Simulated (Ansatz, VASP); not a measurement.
**Two plane-wave programs on GaN**

```xyz
2
Lattice="2.9806 0.0000 0.0000 -1.4903 2.5812 0.0000 0.0000 0.0000 2.6832" Properties=species:S:1:pos:R:3 pbc="T T T"
Ga    0.0000    0.0000    1.3416
N     1.4903    0.8604    0.0000
```

Change from the starting cell: species swapped into the AgPd type (P-6m2, No. 187).

Alike in both runs: functional PBE; k mesh 24 × 24 × 20; occupations gaussian, width 0.1 eV; no spin polarisation.

Ansatz relaxed the structure, and its values are those at the end. VASP's run is a single point on that final structure, the one shown.

|  | VASP | Ansatz |
| --- | --- | --- |
| version | VASP 6.6.1 | Ansatz 0.2.0 |
| potentials or method | VASP PAW PBE potentials, release 64 (Ga_d, N), cutoff 520 eV | scalar-relativistic, plane waves, PAW |
| valence electrons in the cell | 18 | 18 |

Ansatz gave:

```
gap on the k mesh at the Fermi level (eV) : none
pressure (GPa)                            : 0.0
```

**Question.** What did VASP give for the same quantities?

**Answer.** gap on the k mesh at the Fermi level (eV): none; pressure (GPa): 0.6.

A gap of «none» marks a metal or a gap that the smearing closes.
